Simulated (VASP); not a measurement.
# TaSiRh3 (Pm-3m) in VASP: single point with PBE

Aim: the single point of TaSiRh3 with PBE.

All numbers are computed with VASP 6.6.1; they aren't measurements. Logs are shortened: lines on timing, memory, paths and dates and some standing lists are left out, and cuts for length are marked.

### 1 The cell of the first run

It takes space group Pm-3m (No. 221, cubic). The conventional cell has a = 4.360 Å, b = 4.360 Å, c = 4.360 Å, α = 90.00°, β = 90.00°, γ = 90.00°. Ta (site symmetry m-3m) has 12 Rh at 3.08 Å and 8 Si at 3.78 Å within 4.1 Å. Si (site symmetry m-3m) has 6 Rh at 2.18 Å within 2.9 Å. Rh (site symmetry 4/mmm) has 2 Si at 2.18 Å within 2.9 Å.

The cell was built from a structure type or drawn by symmetry, and may not be a known phase.

### 2 Single point, PBE, collinear spin, ferromagnetic start

Contents of INCAR:

```
SYSTEM = TaSiRh3
PREC = Accurate
ENCUT = 500
EDIFF = 1E-6
ISMEAR = 0
SIGMA = 0.1
LREAL = .False.
LASPH = .True.
NELM = 200
ALGO = Normal
ISIF = 2
LWAVE = .False.
LCHARG = .True.
ISPIN = 2
MAGMOM = 0.73 0 0.17 0.17 0.17
LORBIT = 11
LMAXMIX = 4
GGA = PE
LELF = .True.
LVHAR = .True.
NBANDS = 42
GGA_COMPAT = .False.
```

Contents of KPOINTS:

```
Automatic mesh
0
Gamma
  10 10 10
  0 0 0
```

Contents of POSCAR:

```
TaSiRh3
1.0
    4.3598478822      0.0000000000      0.0000000000
    0.0000000000      4.3598478822      0.0000000000
    0.0000000000      0.0000000000      4.3598478822
Ta Si Rh
1 1 3
Direct
    0.5000000000      0.5000000000      0.5000000000
    0.0000000000      0.0000000000      0.0000000000
    0.5000000000      0.0000000000      0.0000000000
    0.0000000000      0.5000000000      0.0000000000
    0.0000000000      0.0000000000      0.5000000000
```

Potentials or basis: VASP PAW PBE potentials, release 64 (Ta_pv, Si, Rh_pv).

On the command line:

```
cat potpaw_PBE.64/Ta_pv/POTCAR potpaw_PBE.64/Si/POTCAR potpaw_PBE.64/Rh_pv/POTCAR > POTCAR
mpirun -np 1 vasp_std > vasp.out
```

OUTCAR:

```text
SYSTEM = TaSiRh3
   PREC = Accurate
   ENCUT = 500
   EDIFF = 1E-6
   ISMEAR = 0
   LREAL = .False.
   LASPH = .True.
   NELM = 200
   ISIF = 2
   ISPIN = 2
   LORBIT = 11
   GGA = PE

 ion  position               nearest neighbor table
   1  0.500  0.500  0.500-   3 3.08   4 3.08   5 3.08   3 3.08   4 3.08   3 3.08   5 3.08   3 3.08
                             4 3.08   5 3.08   4 3.08   5 3.08
   2  0.000  0.000  0.000-   3 2.18   4 2.18   5 2.18   5 2.18   4 2.18   3 2.18
   3  0.500  0.000  0.000-   2 2.18   2 2.18   4 3.08   5 3.08   1 3.08   5 3.08   1 3.08   4 3.08
                             1 3.08   1 3.08   4 3.08   5 3.08   5 3.08   4 3.08
   4  0.000  0.500  0.000-   2 2.18   2 2.18   3 3.08   5 3.08   1 3.08   5 3.08   1 3.08   3 3.08
                             5 3.08   5 3.08   1 3.08   3 3.08   1 3.08   3 3.08
   5  0.000  0.000  0.500-   2 2.18   2 2.18   3 3.08   4 3.08   1 3.08   3 3.08   4 3.08   1 3.08
                             4 3.08   4 3.08   1 3.08   3 3.08   3 3.08   1 3.08

  LATTYP: Found a simple cubic cell.
 ALAT       =     4.3598478822

  Lattice vectors:

 A1 = (   4.3598478822,   0.0000000000,   0.0000000000)
 A2 = (   0.0000000000,   4.3598478822,   0.0000000000)
 A3 = (   0.0000000000,   0.0000000000,   4.3598478822)

Analysis of symmetry for initial positions (statically):
=====================================================================
 Subroutine PRICEL returns:
 Original cell was already a primitive cell.

 Routine SETGRP: Setting up the symmetry group for a
 simple cubic supercell.

 Subroutine GETGRP returns: Found 48 space group operations
 (whereof 48 operations were pure point group operations)
 out of a pool of 48 trial point group operations.

The static configuration has the point symmetry O_h .

Analysis of symmetry for dynamics (positions and initial velocities):
=====================================================================
 Subroutine PRICEL returns:
 Original cell was already a primitive cell.

 Routine SETGRP: Setting up the symmetry group for a
 simple cubic supercell.

 Subroutine GETGRP returns: Found 48 space group operations
 (whereof 48 operations were pure point group operations)
 out of a pool of 48 trial point group operations.

The dynamic configuration has the point symmetry O_h .

Analysis of structural, dynamic, and magnetic symmetry:
=====================================================================
 Subroutine PRICEL returns:
 Original cell was already a primitive cell.

 Routine SETGRP: Setting up the symmetry group for a
 simple cubic supercell.

 Subroutine GETGRP returns: Found 48 space group operations
 (whereof 48 operations were pure point group operations)
 out of a pool of 48 trial point group operations.

The overall configuration has the point symmetry O_h .

 Subroutine INISYM returns: Found 48 space group operations
 (whereof 48 operations are pure point group operations),
 and found     1 'primitive' translations

----------------------------------------------------------------------------------------

                                     Primitive cell

  volume of cell :      82.8732

  direct lattice vectors                    reciprocal lattice vectors
     4.359847882  0.000000000  0.000000000     0.229365801  0.000000000  0.000000000
     0.000000000  4.359847882  0.000000000     0.000000000  0.229365801  0.000000000
     0.000000000  0.000000000  4.359847882     0.000000000  0.000000000  0.229365801

  length of vectors
     4.359847882  4.359847882  4.359847882     0.229365801  0.229365801  0.229365801

  position of ions in fractional coordinates (direct lattice)
     0.500000000  0.500000000  0.500000000
     0.000000000  0.000000000  0.000000000
     0.500000000  0.000000000  0.000000000
     0.000000000  0.500000000  0.000000000
     0.000000000  0.000000000  0.500000000

  ion indices of the primitive-cell ions
   primitive index   ion index
                 1           1
                 2           2
                 3           3
                 4           4
                 5           5

----------------------------------------------------------------------------------------

 KPOINTS: Automatic mesh

Automatic generation of k-mesh.
 Grid dimensions read from file:
 generate k-points for:   10   10   10

 Generating k-lattice:

  Cartesian coordinates                     Fractional coordinates (reciprocal lattice)
     0.022936580  0.000000000  0.000000000     0.100000000  0.000000000  0.000000000
     0.000000000  0.022936580  0.000000000     0.000000000  0.100000000  0.000000000
     0.000000000  0.000000000  0.022936580     0.000000000  0.000000000  0.100000000

  Length of vectors
     0.022936580  0.022936580  0.022936580

  Shift w.r.t. Gamma in fractional coordinates (k-lattice)
     0.000000000  0.000000000  0.000000000

 Subroutine IBZKPT returns following result:
 ===========================================

 Found     56 irreducible k-points:

 Following reciprocal coordinates:
            Coordinates               Weight
  0.000000  0.000000  0.000000      1.000000
  0.100000  0.000000  0.000000      6.000000
  0.200000  0.000000  0.000000      6.000000
  0.300000  0.000000  0.000000      6.000000
  0.400000  0.000000  0.000000      6.000000
  0.500000  0.000000  0.000000      3.000000
[... 16 lines left out ...]
  0.200000  0.100000  0.100000     24.000000
  0.300000  0.100000  0.100000     24.000000
 [... further k-points ...]
   k-points           NKPTS =     56   k-points in BZ     NKDIM =     56   number of bands    NBANDS=     42
   number of dos      NEDOS =    301   number of ions     NIONS =      5
   total plane-waves  NPLWV =  32768
   dimension x,y,z NGX =    32 NGY =   32 NGZ =   32
   dimension x,y,z NGXF=    64 NGYF=   64 NGZF=   64
   ions per type =               1   1   3
   NGX,Y,Z   is equivalent  to a cutoff of  12.20, 12.20, 12.20 a.u.
   NGXF,Y,Z  is equivalent  to a cutoff of  24.40, 24.40, 24.40 a.u.
 SYSTEM =  TaSiRh3
   PREC   = accura    normal or accurate (medium, high low for compatibility)
   ISTART =      0    job   : 0-new  1-cont  2-samecut
   ICHARG =      2    charge: 1-file 2-atom 10-const
   ISPIN  =      2    spin polarized calculation?
   LNONCOLLINEAR =      F non collinear calculations
   LSORBIT =      F    spin-orbit coupling
   LASPH  =      T    aspherical Exc in radial PAW
   ENCUT  =  500.0 eV  36.75 Ry    6.06 a.u.   7.95  7.95  7.95*2*pi/ulx,y,z
   NELM   =    200;   NELMIN=  2; NELMDL= -5     # of ELM steps
   EDIFF  = 0.1E-05   stopping-criterion for ELM
   LREAL  =      F    real-space projection
   EDIFFG = 0.1E-04   stopping-criterion for IOM
   NSW    =      0    number of steps for IOM
   IBRION =     -1    ionic relax: 0-MD 1-quasi-New 2-CG
   NFREE  =      0    steps in history (QN), initial steepest desc. (CG)
   ISIF   =      2    stress and relaxation
   ISYM   =      2    0-nonsym 1-usesym 2-fastsym
   POTIM  = 0.5000    time-step for ionic-motion
   TEBEG  =    0.0;   TEEND  =   0.0 temperature during run
   PSTRESS=    0.0 pullay stress
   NELECT =      60.0000    total number of electrons
   NUPDOWN=      -1.0000    fix difference up-down
   EMIN   =  10.00;   EMAX   =-10.00  energy-range for DOS
   EFERMI =   0.00;   METHOD = LEGACY
   ISMEAR =     0;   SIGMA  =   0.10  broadening in eV -4-tet -1-fermi 0-gaus
   EFERMI_NEDOS =   21; number of points for ismear=-14 and -15
   IALGO  =     38    algorithm
   IMIX   =      4    mixing-type and parameters
     AMIX     =   0.40;   BMIX     =  1.00
     AMIX_MAG =   1.60;   BMIX_MAG =  1.00
  volume/ion in A,a.u.               =      16.57       111.85
  Fermi-wavevector in a.u.,A,eV,Ry     =   1.470011  2.777918 29.401268  2.160932
  Thomas-Fermi vector in A             =   2.585319
   LORBIT       =     11    0 simple, 1 ext, 2 COOP (PROOUT), +10 PAW based schemes
   GGA     = PE    functional components
   LHFCALC =     F    Hartree Fock is set to
   AEXX    =    0.0000 exact exchange contribution
   IVDW    =     0    specifies the selected vdW correction
   LEPSILON=     F    determine dielectric tensor
   LRPA    =     F    only Hartree local field effects (RPA)
 spin polarized calculation
 Gauss-broadening in eV      SIGMA  =   0.10
  energy-cutoff  :      500.00
  volume of cell :       82.87
 maximum number of plane-waves:      2176
 NGX is ok and might be reduce to    32
   NGX = 15   NGY = 15   NGZ = 15

 number of electron      60.0000049 magnetization       0.0011455

 number of electron      60.0000049 magnetization      -0.0007568

 Free energy of the ion-electron system (eV)
  ---------------------------------------------------
  ext. energy  EPLUGINS =         0.00000000
  ---------------------------------------------------
  free energy    TOTEN  =       -37.79553107 eV

  energy without entropy =      -37.73483131  energy(sigma->0) =      -37.76518119

 E-fermi :   8.8253     XC(G=0): -12.3313

 val. band max:        8.8251962228   @ k =   0.5000   0.3000   0.0000
 cond. band min:       8.8254285926   @ k =   0.5000   0.3000   0.0000
 fundamental gap:      0.0002323698
 Fermi energy:         8.8252563444

 spin component 1

 k-point     1 :       0.0000    0.0000    0.0000
  band No.  band energies     occupation
      1     -38.2286      1.00000
      2     -38.2286      1.00000
      3     -38.2286      1.00000
      4     -37.6549      1.00000
      5     -37.6549      1.00000
      6     -37.6549      1.00000
[... 34 lines left out ...]
     41      15.5932      0.00000
     42      15.5932      0.00000

 k-point     2 :       0.1000    0.0000    0.0000
  band No.  band energies     occupation
      1     -38.2284      1.00000
      2     -38.2282      1.00000
      3     -38.2282      1.00000
      4     -37.6557      1.00000
      5     -37.6548      1.00000
      6     -37.6548      1.00000
[... 979 lines left out ...]
     41      15.5342      0.00000
     42      16.3576      0.00000

 k-point    24 :       0.3000    0.1000    0.1000
  band No.  band energies     occupation
      1     -38.2516      1.00000
      2     -38.2200      1.00000
      3     -38.2077      1.00000
      4     -37.6695      1.00000
      5     -37.6626      1.00000
      6     -37.6552      1.00000
[... 34 lines left out ...]
     41      15.8235      0.00000
     42      17.3519      0.00000

 [... further k-points ...]

 spin component 2

 k-point     1 :       0.0000    0.0000    0.0000
  band No.  band energies     occupation
      1     -38.2287      1.00000
      2     -38.2287      1.00000
      3     -38.2287      1.00000
      4     -37.6550      1.00000
      5     -37.6550      1.00000
      6     -37.6550      1.00000
[... 34 lines left out ...]
     41      15.5931      0.00000
     42      15.5931      0.00000

 k-point     2 :       0.1000    0.0000    0.0000
  band No.  band energies     occupation
      1     -38.2285      1.00000
      2     -38.2283      1.00000
      3     -38.2283      1.00000
      4     -37.6557      1.00000
      5     -37.6549      1.00000
      6     -37.6549      1.00000
[... 979 lines left out ...]
     41      15.5341      0.00000
     42      16.3576      0.00000

 k-point    24 :       0.3000    0.1000    0.1000
  band No.  band energies     occupation
      1     -38.2517      1.00000
      2     -38.2201      1.00000
      3     -38.2078      1.00000
      4     -37.6696      1.00000
      5     -37.6626      1.00000
      6     -37.6553      1.00000
[... 34 lines left out ...]
     41      15.8234      0.00000
     42      17.3518      0.00000

 [... further k-points ...]

------------------------ aborting loop because EDIFF is reached ----------------------------------------

  FORCE on cell =-STRESS in cart. coord.  units (eV):
  Direction    XX          YY          ZZ          XY          YZ          ZX
  --------------------------------------------------------------------------------------
  -------------------------------------------------------------------------------------
  Total       -0.1542187     -0.1542187     -0.1542187      0.0000000      0.0000000     -0.0000000
  in kB       -2.9814923     -2.9814923     -2.9814923      0.0000000      0.0000000     -0.0000000
  external PRESSURE =      -2.9814923 kB  Pullay stress =       0.0000000 kB

 VOLUME and BASIS-vectors are now :
 -----------------------------------------------------------------------------
  energy-cutoff  :      500.00
  volume of cell :       82.87
      direct lattice vectors                 reciprocal lattice vectors
     4.359847882  0.000000000  0.000000000     0.229365801  0.000000000  0.000000000
     0.000000000  4.359847882  0.000000000     0.000000000  0.229365801  0.000000000
     0.000000000  0.000000000  4.359847882     0.000000000  0.000000000  0.229365801

 POSITION                                       TOTAL-FORCE (eV/Angst)
 -----------------------------------------------------------------------------------
      2.17992      2.17992      2.17992         0.000000      0.000000      0.000000
      0.00000      0.00000      0.00000         0.000000      0.000000      0.000000
      2.17992      0.00000      0.00000         0.000000      0.000000      0.000000
      0.00000      2.17992      0.00000         0.000000      0.000000      0.000000
      0.00000      0.00000      2.17992         0.000000      0.000000      0.000000
 -----------------------------------------------------------------------------------
    total drift:                                0.000000      0.000000     -0.000000

  FREE ENERGIE OF THE ION-ELECTRON SYSTEM (eV)
  ---------------------------------------------------
  free  energy   TOTEN  =       -37.7955310736 eV

  energy  without entropy=      -37.7348313071  energy(sigma->0) =      -37.76518119

 total charge

# of ion       s       p       d       tot
------------------------------------------
    1        0.296   6.085   1.952   8.333
    2        0.819   1.032   0.000   1.851
    3        0.354   6.270   7.323  13.947
    4        0.354   6.270   7.323  13.947
    5        0.354   6.270   7.323  13.947
--------------------------------------------------
tot          2.177  25.927  23.922  52.026

 magnetization (x)

# of ion       s       p       d       tot
------------------------------------------
    1       -0.000  -0.000  -0.000  -0.000
    2        0.000  -0.000   0.000  -0.000
    3       -0.000  -0.000  -0.000  -0.000
    4       -0.000  -0.000  -0.000  -0.000
    5       -0.000  -0.000  -0.000  -0.000
--------------------------------------------------
tot         -0.000  -0.000  -0.001  -0.001
```

Wall time 2 min (1 thread of Intel Xeon 6975P-C (Granite Rapids), shared host); peak memory 0.39 GiB.

Results:

| Item | Value |
| --- | --- |
| Free energy | -37.7955 eV |
| Pressure | -0.3 GPa |
| Band gap on the k mesh | zero (filled and empty bands overlap) |
| Net moment | 0.00 μB per cell |
| Valence electrons inside the program's atomic spheres | Ta 8.33; Si 1.85; Rh 13.95 |

Caveat: spin-orbit coupling is left out, which moves the levels of the heavy elements.
